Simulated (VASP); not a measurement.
# Au (P6_3/mmc) in VASP: a series of runs

The runs below take Au through electric field gradients, with PBEsol.

Everything below comes from runs of VASP 6.6.1. Logs are shortened: lines on timing, memory, paths and dates and some standing lists are left out, and cuts for length are marked.

## 1. The cell of the first run

Symmetry: P6_3/mmc, No. 194, hexagonal system. The conventional cell has a = 2.881 Å, b = 2.881 Å, c = 4.847 Å, α = 90.00°, β = 90.00°, γ = 120.00°. Au (site symmetry -6m2) has 12 Au at 2.88 to 2.94 Å within 3.8 Å.

## 2. Electric field gradients, PBEsol (volume scaled by 0.98)

The input, INCAR:

```
PREC = Accurate
ENCUT = 520
EDIFF = 1E-8
ISMEAR = -1
SIGMA = 0.03
LREAL = F
LASPH = T
NELM = 100
ALGO = Normal
ISIF = 2
LWAVE = F
LCHARG = F
GGA = PS
LEFG = T
NBANDS = 18
```

The input, KPOINTS:

```
Automatic mesh
0
Gamma
  14 14 8
```

The input, POSCAR:

```
Au
1.0
    2.8805347474      0.0000000000      0.0000000000
   -1.4402673737      2.4946162678      0.0000000000
    0.0000000000      0.0000000000      4.8472473353
Au
2
Direct
    0.3333333333      0.6666666667      0.7500000000
    0.6666666667      0.3333333333      0.2500000000
```

Potentials or basis: VASP PAW PBE potentials, release 64 (Au).

Started as:

```
cat potpaw_PBE.64/Au/POTCAR > POTCAR
mpirun -np 1 vasp_std > vasp.out
```

OUTCAR:

```text
PREC = Accurate
   ENCUT = 520
   EDIFF = 1E-8
   ISMEAR = -1
   LREAL = F
   LASPH = T
   NELM = 100
   ISIF = 2
   GGA = PS

 ion  position               nearest neighbor table
   1  0.333  0.667  0.750-   2 2.94   2 2.94   2 2.94   2 2.94   2 2.94   2 2.94
   2  0.667  0.333  0.250-   1 2.94   1 2.94   1 2.94   1 2.94   1 2.94   1 2.94

  LATTYP: Found a hexagonal cell.
 ALAT       =     2.8805347474
 C/A-ratio  =     1.6827595431

  Lattice vectors:

 A1 = (   2.8805347474,   0.0000000000,   0.0000000000)
 A2 = (  -1.4402673737,   2.4946162678,   0.0000000000)
 A3 = (   0.0000000000,   0.0000000000,   4.8472473353)

Analysis of symmetry for initial positions (statically):
=====================================================================
 Subroutine PRICEL returns:
 Original cell was already a primitive cell.

 Routine SETGRP: Setting up the symmetry group for a
 hexagonal supercell.

 Subroutine GETGRP returns: Found 24 space group operations
 (whereof 12 operations were pure point group operations)
 out of a pool of 24 trial point group operations.

The static configuration has the point symmetry D_3d.
 The point group associated with its full space group is D_6h.

Analysis of symmetry for dynamics (positions and initial velocities):
=====================================================================
 Subroutine PRICEL returns:
 Original cell was already a primitive cell.

 Routine SETGRP: Setting up the symmetry group for a
 hexagonal supercell.

 Subroutine GETGRP returns: Found 24 space group operations
 (whereof 12 operations were pure point group operations)
 out of a pool of 24 trial point group operations.

The dynamic configuration has the point symmetry D_3d.
 The point group associated with its full space group is D_6h.

 Subroutine INISYM returns: Found 24 space group operations
 (whereof 12 operations are pure point group operations),
 and found     1 'primitive' translations

----------------------------------------------------------------------------------------

                                     Primitive cell

  volume of cell :      34.8315

  direct lattice vectors                    reciprocal lattice vectors
     2.880534747  0.000000000  0.000000000     0.347157763  0.200431628  0.000000000
    -1.440267374  2.494616268  0.000000000     0.000000000  0.400863256  0.000000000
     0.000000000  0.000000000  4.847247335     0.000000000  0.000000000  0.206302656

  length of vectors
     2.880534747  2.880534747  4.847247335     0.400863256  0.400863256  0.206302656

  position of ions in fractional coordinates (direct lattice)
     0.333333333  0.666666667  0.750000000
     0.666666667  0.333333333  0.250000000

  ion indices of the primitive-cell ions
   primitive index   ion index
                 1           1
                 2           2

----------------------------------------------------------------------------------------

 KPOINTS: Automatic mesh

Automatic generation of k-mesh.
 Grid dimensions read from file:
 generate k-points for:   14   14    8

 Generating k-lattice:

  Cartesian coordinates                     Fractional coordinates (reciprocal lattice)
     0.024796983  0.014316545  0.000000000     0.071428571 -0.000000000  0.000000000
     0.000000000  0.028633090  0.000000000     0.000000000  0.071428571  0.000000000
     0.000000000  0.000000000  0.025787832     0.000000000  0.000000000  0.125000000

  Length of vectors
     0.028633090  0.028633090  0.025787832

  Shift w.r.t. Gamma in fractional coordinates (k-lattice)
     0.000000000  0.000000000  0.000000000

 Subroutine IBZKPT returns following result:
 ===========================================

 Found    120 irreducible k-points:

 Following reciprocal coordinates:
            Coordinates               Weight
  0.000000  0.000000  0.000000      1.000000
  0.071429  0.000000  0.000000      6.000000
  0.142857 -0.000000  0.000000      6.000000
  0.214286  0.000000  0.000000      6.000000
  0.285714  0.000000  0.000000      6.000000
  0.357143 -0.000000  0.000000      6.000000
[... 16 lines left out ...]
  0.285714  0.285714  0.000000      6.000000
  0.357143  0.285714  0.000000      6.000000
 [... further k-points ...]
   k-points           NKPTS =    120   k-points in BZ     NKDIM =    120   number of bands    NBANDS=     18
   number of dos      NEDOS =    301   number of ions     NIONS =      2
   total plane-waves  NPLWV =  20736
   dimension x,y,z NGX =    24 NGY =   24 NGZ =   36
   dimension x,y,z NGXF=    48 NGYF=   48 NGZF=   72
   ions per type =               2
   NGX,Y,Z   is equivalent  to a cutoff of  13.85, 13.85, 12.35 a.u.
   NGXF,Y,Z  is equivalent  to a cutoff of  27.70, 27.70, 24.69 a.u.
 SYSTEM =  unknown system
   PREC   = accura    normal or accurate (medium, high low for compatibility)
   ISTART =      0    job   : 0-new  1-cont  2-samecut
   ICHARG =      2    charge: 1-file 2-atom 10-const
   ISPIN  =      1    spin polarized calculation?
   LNONCOLLINEAR =      F non collinear calculations
   LSORBIT =      F    spin-orbit coupling
   LASPH  =      T    aspherical Exc in radial PAW
   ENCUT  =  520.0 eV  38.22 Ry    6.18 a.u.   5.36  5.36  9.01*2*pi/ulx,y,z
   NELM   =    100;   NELMIN=  2; NELMDL= -5     # of ELM steps
   EDIFF  = 0.1E-07   stopping-criterion for ELM
   LREAL  =      F    real-space projection
   EDIFFG = 0.1E-06   stopping-criterion for IOM
   NSW    =      0    number of steps for IOM
   IBRION =     -1    ionic relax: 0-MD 1-quasi-New 2-CG
   NFREE  =      0    steps in history (QN), initial steepest desc. (CG)
   ISIF   =      2    stress and relaxation
   ISYM   =      2    0-nonsym 1-usesym 2-fastsym
   POTIM  = 0.5000    time-step for ionic-motion
   TEBEG  =    0.0;   TEEND  =   0.0 temperature during run
   PSTRESS=    0.0 pullay stress
   NELECT =      22.0000    total number of electrons
   NUPDOWN=      -1.0000    fix difference up-down
   EMIN   =  10.00;   EMAX   =-10.00  energy-range for DOS
   EFERMI =   0.00;   METHOD = LEGACY
   ISMEAR =    -1;   SIGMA  =   0.03  broadening in eV -4-tet -1-fermi 0-gaus
   EFERMI_NEDOS =   21; number of points for ismear=-14 and -15
   IALGO  =     38    algorithm
   IMIX   =      4    mixing-type and parameters
     AMIX     =   0.40;   BMIX     =  1.00
     AMIX_MAG =   1.60;   BMIX_MAG =  1.00
  volume/ion in A,a.u.               =      17.42       117.53
  Fermi-wavevector in a.u.,A,eV,Ry     =   1.404618  2.654344 26.843656  1.972953
  Thomas-Fermi vector in A             =   2.527162
   LORBIT       =      0    0 simple, 1 ext, 2 COOP (PROOUT), +10 PAW based schemes
   GGA     = PS    functional components
   LHFCALC =     F    Hartree Fock is set to
   AEXX    =    0.0000 exact exchange contribution
   IVDW    =     0    specifies the selected vdW correction
   LEPSILON=     F    determine dielectric tensor
   LRPA    =     F    only Hartree local field effects (RPA)
 non-spin polarized calculation
  energy-cutoff  :      520.00
  volume of cell :       34.83
 maximum number of plane-waves:       960
 NGX is ok and might be reduce to    24
   NGX = 11   NGY = 11   NGZ = 19

 number of electron      22.0000003 magnetization

 Free energy of the ion-electron system (eV)
  ---------------------------------------------------
  ext. energy  EPLUGINS =         0.00000000
  ---------------------------------------------------
  free energy    TOTEN  =        -7.81413487 eV

  energy without entropy =       -7.81029141  energy(sigma->0) =       -7.81221314

 E-fermi :   8.8935     XC(G=0): -12.7561

 val. band max:        8.8926021156   @ k =   0.1429   0.1429   0.2500
 cond. band min:       8.8966504297   @ k =   0.3571   0.1429   0.2500
 fundamental gap:      0.0040483140
 Fermi energy:         8.8934886905

 k-point     1 :       0.0000    0.0000    0.0000
  band No.  band energies     occupation
      1      -0.7743      2.00000
      2       1.6850      2.00000
      3       4.1679      2.00000
      4       4.4539      2.00000
      5       4.4539      2.00000
      6       4.7536      2.00000
[... 10 lines left out ...]
     17      27.2054      0.00000
     18      27.2054      0.00000

 k-point     2 :       0.0714    0.0000    0.0000
  band No.  band energies     occupation
      1      -0.6148      2.00000
      2       1.8176      2.00000
      3       4.1167      2.00000
      4       4.4934      2.00000
      5       4.5598      2.00000
      6       4.6979      2.00000
[... 10 lines left out ...]
     17      26.3571      0.00000
     18      26.6553      0.00000

 k-point     3 :       0.1429   -0.0000    0.0000
  band No.  band energies     occupation
      1      -0.1537      2.00000
      2       2.1708      2.00000
      3       3.9636      2.00000
      4       4.4885      2.00000
      5       4.7400      2.00000
      6       4.8514      2.00000
[... 10 lines left out ...]
     17      25.3103      0.00000
     18      26.6645      0.00000

 k-point     4 :       0.2143    0.0000    0.0000
  band No.  band energies     occupation
      1       0.5452      2.00000
      2       2.5510      2.00000
      3       3.8840      2.00000
      4       4.1645      2.00000
      5       4.3206      2.00000
      6       5.0118      2.00000
[... 10 lines left out ...]
     17      25.5041      0.00000
     18      25.9957      0.00000

 k-point     5 :       0.2857    0.0000    0.0000
  band No.  band energies     occupation
      1       1.3277      2.00000
      2       2.6197      2.00000
      3       3.5640      2.00000
      4       4.1097      2.00000
      5       4.3235      2.00000
      6       4.8056      2.00000
[... 10 lines left out ...]
     17      23.5154      0.00000
     18      25.4656      0.00000

 k-point     6 :       0.3571   -0.0000    0.0000
  band No.  band energies     occupation
      1       1.9165      2.00000
      2       2.4611      2.00000
      3       3.1188      2.00000
      4       4.3831      2.00000
      5       4.6359      2.00000
      6       4.7409      2.00000
[... 307 lines left out ...]
 k-point    21 :       0.2857    0.2143    0.0000
  band No.  band energies     occupation
      1       2.8777      2.00000
      2       2.9962      2.00000
      3       3.1690      2.00000
      4       3.8634      2.00000
      5       4.2079      2.00000
      6       4.7402      2.00000
[... 10 lines left out ...]
     17      21.9691      0.00000
     18      22.5731      0.00000

 k-point    22 :       0.3571    0.2143    0.0000
  band No.  band energies     occupation
      1       2.8877      2.00000
      2       2.9961      2.00000
      3       3.0526      2.00000
      4       4.2547      2.00000
      5       4.2904      2.00000
      6       4.5363      2.00000
[... 10 lines left out ...]
     17      20.7889      0.00000
     18      21.9891      0.00000

 k-point    23 :       0.2857    0.2857    0.0000
  band No.  band energies     occupation
      1       2.9245      2.00000
      2       3.1695      2.00000
      3       3.4357      2.00000
      4       3.8830      2.00000
      5       4.1994      2.00000
      6       4.5308      2.00000
[... 10 lines left out ...]
     17      20.4737      0.00000
     18      21.0027      0.00000

 k-point    24 :       0.3571    0.2857    0.0000
  band No.  band energies     occupation
      1       2.9016      2.00000
      2       3.3259      2.00000
      3       3.3784      2.00000
      4       4.0097      2.00000
      5       4.2618      2.00000
      6       4.3885      2.00000
[... 10 lines left out ...]
     17      19.8527      0.00000
     18      20.0675      0.00000

 [... further k-points ...]

------------------------ aborting loop because EDIFF is reached ----------------------------------------

  FORCE on cell =-STRESS in cart. coord.  units (eV):
  Direction    XX          YY          ZZ          XY          YZ          ZX
  --------------------------------------------------------------------------------------
  -------------------------------------------------------------------------------------
  Total       -0.7879693     -0.7879693     -0.9150778      0.0000000     -0.0000000      0.0000000
  in kB      -36.2449752    -36.2449752    -42.0917091      0.0000000     -0.0000000      0.0000000
  external PRESSURE =     -38.1938865 kB  Pullay stress =       0.0000000 kB

 VOLUME and BASIS-vectors are now :
 -----------------------------------------------------------------------------
  energy-cutoff  :      520.00
  volume of cell :       34.83
      direct lattice vectors                 reciprocal lattice vectors
     2.880534747  0.000000000  0.000000000     0.347157763  0.200431628  0.000000000
    -1.440267374  2.494616268  0.000000000     0.000000000  0.400863256  0.000000000
     0.000000000  0.000000000  4.847247335     0.000000000  0.000000000  0.206302656

 POSITION                                       TOTAL-FORCE (eV/Angst)
 -----------------------------------------------------------------------------------
     -0.00000      1.66308      3.63544         0.000000      0.000000      0.000000
      1.44027      0.83154      1.21181        -0.000000      0.000000      0.000000
 -----------------------------------------------------------------------------------
    total drift:                               -0.000000      0.000000     -0.000000

  FREE ENERGIE OF THE ION-ELECTRON SYSTEM (eV)
  ---------------------------------------------------
  free  energy   TOTEN  =        -7.8141348699 eV

  energy  without entropy=       -7.8102914077  energy(sigma->0) =       -7.81221314

 Electric field gradients (V/A^2)
---------------------------------------------------------------------
 ion       V_xx      V_yy      V_zz      V_xy      V_xz      V_yz
---------------------------------------------------------------------
   1     -13.002   -13.003    26.005    -0.000     0.000    -0.000
   2     -13.002   -13.003    26.005    -0.000    -0.000     0.000
---------------------------------------------------------------------

 Electric field gradients after diagonalization (V/A^2)
 (convention: |V_zz| > |V_xx| > |V_yy|)
----------------------------------------------------------------------
 ion       V_xx      V_yy      V_zz     asymmetry (V_yy - V_xx)/ V_zz
----------------------------------------------------------------------
   1     -13.003   -13.002    26.005       0.000
   2     -13.003   -13.002    26.005       0.000
----------------------------------------------------------------------

           NMR quadrupolar parameters

 Cq : quadrupolar parameter    Cq=e*Q*V_zz/h
 eta: asymmetry parameters     (V_yy - V_xx)/ V_zz
 Q  : nuclear electric quadrupole moment in mb (millibarn)
----------------------------------------------------------------------
 ion       Cq(MHz)       eta       Q (mb)
----------------------------------------------------------------------
   1       0.063       0.000       1.000
   2       0.063       0.000       1.000
----------------------------------------------------------------------
```

Run time: 35 s. Hardware: 1 thread of AMD EPYC 9R45 (Zen 5), shared host; peak memory 0.17 GiB.

What came out:

| Item | Value |
| --- | --- |
| Free energy | -7.8141 eV |
| Pressure | -3.8 GPa |
| Band gap on the k mesh | zero (band 11 reaches 12.73 eV, above the bottom of band 12 at 6.32 eV) |

Stress tensor (GPa, compression positive):
```
-3.62  0.00  0.00
 0.00 -3.62  0.00
 0.00  0.00 -4.21
```

Levels at points of the mesh, in eV from the Fermi level:
```tsv
k point	band 9	band 10	band 11	band 12	band 13	band 14
(0.00, 0.00, 0.00)	-3.45	-2.13	-2.13	-1.10	2.55	14.60
(0.50, 0.00, 0.00)	-1.82	-1.64	0.37	1.55	5.66	7.18
(0.00, 0.00, 0.50)	-2.58	-2.58	-2.58	-2.58	10.43	10.43
(0.50, 0.00, 0.50)	-1.71	-1.71	0.47	0.47	3.86	3.86
```

Electric field gradients, principal values (V/Å²):
```tsv
atom	least	middle	greatest (by size)
1 Au	-13.002	-13.003	26.005
2 Au	-13.002	-13.003	26.005
```

Caveat: without QUAD_EFG the Cq values of the log hold for a quadrupole moment of 1 mb, not for the nuclei; the PAW data sets were made with another functional, which shifts forces and pressure a little; spin-orbit coupling is left out, which moves the levels of the heavy elements.

[end of part 1 of 2]
